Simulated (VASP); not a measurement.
# Si62B (a cell with a defect) in VASP: notebook, part 2 of 2

VASP 6.6.1.

## 3. Single point, PBE, collinear spin

INCAR

```
PREC     = Accurate       # precision mode
ENCUT    = 520            # plane-wave cutoff, eV
EDIFF    = 1E-7           # SCF threshold, eV
ISMEAR   = 0              # smearing method
SIGMA    = 0.02           # smearing width, eV
LREAL    = Auto         
LASPH    = T              # aspherical terms in the spheres
NELM     = 150            # most SCF steps
ALGO     = Normal         # electronic algorithm
ISIF     = 2              # what is computed and relaxed
LWAVE    = F              # write WAVECAR
LCHARG   = F              # write CHGCAR
ISPIN    = 2              # spin polarisation
MAGMOM   = 0 0 0 0 0 0 0 0 0 0 0 0 0 0 0 0 0 0 0 0 0 0 0 0 0 0 0 0 0 0 0 0 0 0 0 0 0 0 0 0 0 0 0 0 0 0 0 0 0 0 0 0 0 0 0 0 0 0 0 0 0 0 0.06 # initial moments
LORBIT   = 11             # projections on sites
GGA      = PE             # functional
NBANDS   = 166            # bands
NELECT   = 249.0
```

KPOINTS

```
regular mesh
0
Gamma
  1 1 1
```

POSCAR

```
Si62B
1.0
   10.8600000000      0.0000000000      0.0000000000
    0.0000000000     10.8600000000      0.0000000000
    0.0000000000      0.0000000000     10.8600000000
Si B
62 1
Direct
    0.4945195212     -0.0224057090      0.0216665746
    0.6221027624      0.1224670350      0.1233816759
    0.7499998158      0.2480122468     -0.0006643646
    0.8740577348      0.3757269797      0.1237378453
    0.7479885820     -0.0016895028      0.2485813076
    0.8741414365      0.1250034991      0.3760627072
    0.0046565378     -0.0017085635      0.0008694291
    0.1348541436      0.1148631676      0.1283969613
    0.2514734807      0.2450157459      0.0008953039
    0.3740079190      0.3747432781      0.1234476980
    0.4992083794      0.5017288214      0.0009165746
    0.6141248619      0.6355902394      0.1279902394
    0.7480314917      0.7504657459      0.0009267956
    0.8749834254      0.8757415285      0.1234449355
    0.2722151013     -0.0224323204      0.2442116022
    0.3739925414      0.1225025783      0.3716206262
    0.5006891344      0.2492838858      0.2501155617
    0.6231740331      0.3780107735      0.3726135359
    0.7437238490      0.5059887661      0.2465290055
    0.8716767035      0.6266003683      0.3725927256
    0.4992088398     -0.0016891344      0.4974455801
    0.6266600368      0.1250267035      0.6235912523
    0.7489433702      0.2517275322      0.4983602210
    0.8745027624      0.3752395028      0.6239281768
    0.7499325967     -0.0002214549      0.7512027624
    0.8773502762      0.1238652855      0.8752876611
    0.0017873849      0.4997661142     -0.0006610497
    0.1273421731      0.6277242173      0.1233716390
    0.2721317680      0.7554379374      0.0216124309
    0.0031080110      0.2466517495      0.2479385820
    0.1247419890      0.3756347145      0.3760642726
    0.2514604052      0.5017651013      0.2485786372
    0.3785389503      0.6359097606      0.3632274401
    0.6136204420      0.8712696133      0.3630410681
    0.0016974217     -0.0002132597      0.4994116022
    0.1258337937      0.1239052486      0.6267427256
    0.2499295580      0.2480690608      0.4994389503
    0.3743412523      0.3759052486      0.6233627993
    0.4970335175      0.5061966851      0.4929130755
    0.6231343462      0.6266214549      0.6210287293
    0.7433767035      0.7527691529      0.4927714549
    0.8737523020      0.8753874770      0.6232382136
    0.2514174033     -0.0016820442      0.7540144567
    0.3789373849      0.1149666667      0.8841449355
    0.4985126151      0.2467789134      0.7524218232
    0.6266722836      0.3756355433      0.8741380295
    0.7488855433      0.5008413444      0.7473352670
    0.8741286372      0.6230433702      0.8741176796
    0.0004450276      0.7490518416      0.2501151934
    0.1273001842      0.8757224678      0.3716090239
   -0.0020357274      0.5008108656      0.4983313996
    0.1247000921      0.6230503683      0.6235787293
    0.2514711786      0.7504687845      0.4974550645
    0.3740059853      0.8757430939      0.6243889503
    0.0001363720      0.2496093002      0.7495689687
    0.1259083794      0.3723559853      0.8753193370
    0.2499459484      0.4998060773      0.7512354512
    0.3739845304      0.6277450276      0.8768325967
    0.5006863720      0.7490523941      0.7498532228
    0.6220707182      0.8757200737      0.8768218232
    0.0028709024      0.7512200737      0.7523092081
    0.1346458564      0.8708376611      0.8840438306
    0.3875405157      0.8624744015      0.1373147330
```

Potentials or basis: VASP PAW PBE potentials, release 64 (Si, B).

Started as:

```
> cat potpaw_PBE.64/Si/POTCAR potpaw_PBE.64/B/POTCAR > POTCAR
> mpirun -np 1 vasp_gam > vasp.out
```

OUTCAR:

```text
PREC = Accurate
   ENCUT = 520
   EDIFF = 1E-7
   ISMEAR = 0
   LREAL = Auto
   LASPH = T
   NELM = 150
   ISIF = 2
   ISPIN = 2
   LORBIT = 11
   GGA = PE
   NELECT = 249.0

 ion  position               nearest neighbor table
   1  0.495  0.978  0.022-  63 2.12   2 2.37  60 2.37  44 2.46
   2  0.622  0.122  0.123-  17 2.35   5 2.35   3 2.37   1 2.37
   3  0.750  0.248  0.999-  26 2.35  46 2.36   4 2.36   2 2.37
   4  0.874  0.376  0.124-  27 2.36   3 2.36  30 2.40  19 2.40
   5  0.748  0.998  0.249-  14 2.35   2 2.35  34 2.36   6 2.38
   6  0.874  0.125  0.376-  23 2.35  35 2.36  30 2.38   5 2.38
   7  0.005  0.998  0.001-  62 2.35   8 2.35  14 2.35  26 2.37
   8  0.135  0.115  0.128-   9 2.35   7 2.35  30 2.40  15 2.46
   9  0.251  0.245  0.001-  44 2.35   8 2.35  10 2.35  56 2.37
  10  0.374  0.375  0.123-  32 2.35  11 2.35   9 2.35  17 2.38
  11  0.499  0.502  0.001-  10 2.35  58 2.35  12 2.36  46 2.38
  12  0.614  0.636  0.128-  11 2.36  13 2.36  19 2.37
  13  0.748  0.750  0.001-  14 2.35  60 2.35  12 2.36  48 2.38
  14  0.875  0.876  0.123-   5 2.35  13 2.35   7 2.35  49 2.38
  15  0.272  0.978  0.244-  63 2.12  16 2.37  50 2.37   8 2.46
  16  0.374  0.123  0.372-  17 2.35  21 2.35  37 2.37  15 2.37
  17  0.501  0.249  0.250-  18 2.34   2 2.35  16 2.35  10 2.38
[... 43 lines left out ...]
  61  0.003  0.751  0.752-  48 2.38  52 2.38  42 2.40  62 2.40
  62  0.135  0.871  0.884-   7 2.35  43 2.35  61 2.40  29 2.46
[... 601 lines left out ...]
  energy-cutoff  :      520.00
  volume of cell :     1280.82
      direct lattice vectors                 reciprocal lattice vectors
    10.860000000  0.000000000  0.000000000     0.092081031  0.000000000  0.000000000
     0.000000000 10.860000000  0.000000000     0.000000000  0.092081031  0.000000000
     0.000000000  0.000000000 10.860000000     0.000000000  0.000000000  0.092081031

 POSITION                                       TOTAL-FORCE (eV/Angst)
 -----------------------------------------------------------------------------------
      5.37048     10.61667      0.23530        -0.069255     -0.004250      0.004143
      6.75604      1.32999      1.33993        -0.019655     -0.017646     -0.007540
      8.14500      2.69341     10.85279        -0.004759     -0.018695      0.034223
      9.49227      4.08039      1.34379         0.036067     -0.035363     -0.021646
      8.12316     10.84165      2.69959         0.014280      0.003533     -0.021547
      9.49318      1.35754      4.08404         0.011783     -0.021307      0.018215
[... 55 lines left out ...]
      1.46225      9.45730      9.60072        -0.016419      0.000960     -0.015813
      4.20869      9.36647      1.49124        -1.094296      1.077325     -1.113509
 -----------------------------------------------------------------------------------
    total drift:                               -0.001120     -0.013166     -0.000515

  FREE ENERGIE OF THE ION-ELECTRON SYSTEM (eV)
  ---------------------------------------------------
  free  energy   TOTEN  =      -343.9112044922 eV

  energy  without entropy=     -343.9111970844  energy(sigma->0) =     -343.91120079

 total charge

# of ion       s       p       d       tot
------------------------------------------
    1        0.739   0.897   0.000   1.637
    2        0.740   0.944   0.000   1.684
    3        0.739   0.941   0.000   1.680
    4        0.744   0.916   0.000   1.660
    5        0.745   0.930   0.000   1.675
    6        0.745   0.927   0.000   1.673
[... 55 lines left out ...]
   62        0.746   0.913   0.000   1.659
   63        0.672   0.951   0.000   1.623
--------------------------------------------------
tot         46.803  58.511   0.000 105.314

 magnetization (x)

# of ion       s       p       d       tot
------------------------------------------
    1       -0.000   0.002   0.000   0.002
    2        0.000   0.009   0.000   0.009
    3        0.000   0.005   0.000   0.006
    4       -0.000   0.002   0.000   0.002
    5        0.000   0.010   0.000   0.010
    6        0.000   0.005   0.000   0.005
[... 55 lines left out ...]
   62        0.000  -0.001   0.000  -0.001
   63        0.020   0.057   0.000   0.077
--------------------------------------------------
tot          0.030   0.415   0.000   0.445
```

OSZICAR:

```text
N       E                     dE             d eps       ncg     rms          rms(c)
DAV:   1     0.121347717399E+04    0.12135E+04   -0.10739E+05   664   0.131E+03
DAV:   2    -0.186611927124E+03   -0.14001E+04   -0.13127E+04   876   0.212E+02
DAV:   3    -0.344780340780E+03   -0.15817E+03   -0.15266E+03   840   0.622E+01
DAV:   4    -0.349510522878E+03   -0.47302E+01   -0.47016E+01   776   0.129E+01
DAV:   5    -0.349628736401E+03   -0.11821E+00   -0.11794E+00   824   0.222E+00    0.269E+01
DAV:   6    -0.345465743824E+03    0.41630E+01   -0.44728E+00   784   0.335E+00    0.163E+01
DAV:   7    -0.343844379702E+03    0.16214E+01   -0.49445E+00   752   0.361E+00    0.245E+00
DAV:   8    -0.343891953834E+03   -0.47574E-01   -0.42519E-01   800   0.114E+00    0.976E-01
DAV:   9    -0.343900934517E+03   -0.89807E-02   -0.41899E-02   768   0.427E-01    0.514E-01
DAV:  10    -0.343908252542E+03   -0.73180E-02   -0.22707E-02   744   0.256E-01    0.265E-01
DAV:  11    -0.343910123239E+03   -0.18707E-02   -0.20352E-03   768   0.884E-02    0.159E-01
DAV:  12    -0.343910852520E+03   -0.72928E-03   -0.70532E-04   728   0.510E-02    0.847E-02
DAV:  13    -0.343911175497E+03   -0.32298E-03   -0.42523E-04   744   0.410E-02    0.161E-02
DAV:  14    -0.343911196104E+03   -0.20607E-04   -0.44215E-05   760   0.128E-02    0.110E-02
DAV:  15    -0.343911201501E+03   -0.53969E-05   -0.64471E-06   784   0.499E-03    0.606E-03
DAV:  16    -0.343911204397E+03   -0.28954E-05   -0.21162E-06   744   0.275E-03    0.245E-03
DAV:  17    -0.343911204492E+03   -0.95657E-07   -0.34095E-07   656   0.108E-03
   1 F= -.34391120E+03 E0= -.34391120E+03  d E =-.740779E-05  mag=     1.0001
```

Wall time 17 min (1 thread of Intel Xeon 8259CL, shared host); peak memory 1.5 GiB.

Results:

| Quantity | Value |
| --- | --- |
| Free energy | -343.9112 eV |
| Largest force | 1.897 eV/Å |
| Net moment | 1.00 μB per cell |
| Site moments | Si +0.00, +0.01, -0.00 (each value once); B +0.08 μB |
| Valence electrons inside the program's atomic spheres | Si 1.64, 1.68, 1.66, 1.67, 1.69, 1.61 (each value once); B 1.62 |

Forces in eV/Å, atoms in the order of the input:
```
Si  -0.069 -0.004  0.004
Si  -0.020 -0.018 -0.008
Si  -0.005 -0.019  0.034
Si   0.036 -0.035 -0.022
Si   0.014  0.004 -0.022
Si   0.012 -0.021  0.018
Si   0.008 -0.001 -0.001
Si  -0.021  0.021 -0.001
Si   0.002 -0.006  0.001
Si   0.004 -0.010  0.004
Si  -0.020 -0.016 -0.004
Si   0.244 -0.244  0.050
Si   0.017  0.020 -0.004
Si   0.010 -0.004  0.004
Si  -0.002  0.003 -0.071
Si  -0.008 -0.018 -0.018
Si   0.000 -0.015 -0.001
Si   0.011 -0.043  0.011
Si   0.112 -0.111  0.039
Si   0.044 -0.010  0.011
Si  -0.021  0.003  0.014
Si   0.016 -0.022  0.013
Si   0.008 -0.024  0.009
Si   0.002 -0.001  0.000
Si  -0.005 -0.035  0.022
Si  -0.006 -0.006  0.005
Si   0.020  0.006  0.035
Si   0.019  0.021 -0.008
Si   0.010  0.069  0.011
Si   0.014 -0.016 -0.020
Si   0.019 -0.012  0.017
Si  -0.004 -0.016 -0.022
Si   0.054 -0.249  0.246
Si   0.249 -0.058  0.248
Si   0.020 -0.033 -0.004
Si   0.006 -0.005 -0.004
Si   0.035 -0.019 -0.005
Si  -0.023 -0.037  0.038
Si   0.038 -0.113  0.113
Si   0.011 -0.010  0.045
Si   0.114 -0.039  0.115
Si   0.037  0.023  0.038
Si   0.000 -0.001  0.009
Si  -0.001  0.020 -0.018
Si  -0.020 -0.019  0.016
Si   0.016 -0.013  0.020
Si   0.009 -0.007  0.022
Si   0.013 -0.016  0.020
Si   0.016 -0.001 -0.003
Si   0.019  0.008 -0.019
Si   0.024 -0.008  0.009
Si   0.021 -0.016  0.014
Si  -0.003  0.020  0.015
Si   0.003 -0.002  0.010
Si   0.005 -0.006  0.001
Si   0.005  0.007  0.006
Si   0.035  0.005  0.022
Si  -0.010  0.021  0.022
Si  -0.002  0.000  0.015
Si  -0.021  0.011  0.021
Si   0.021  0.020  0.018
Si  -0.016  0.001 -0.016
B   -1.094  1.077 -1.114
```

Caveat: the k points lie up to 0.58 Å⁻¹ apart; the cell carries a net charge on a neutralising background, which shifts energy and pressure.
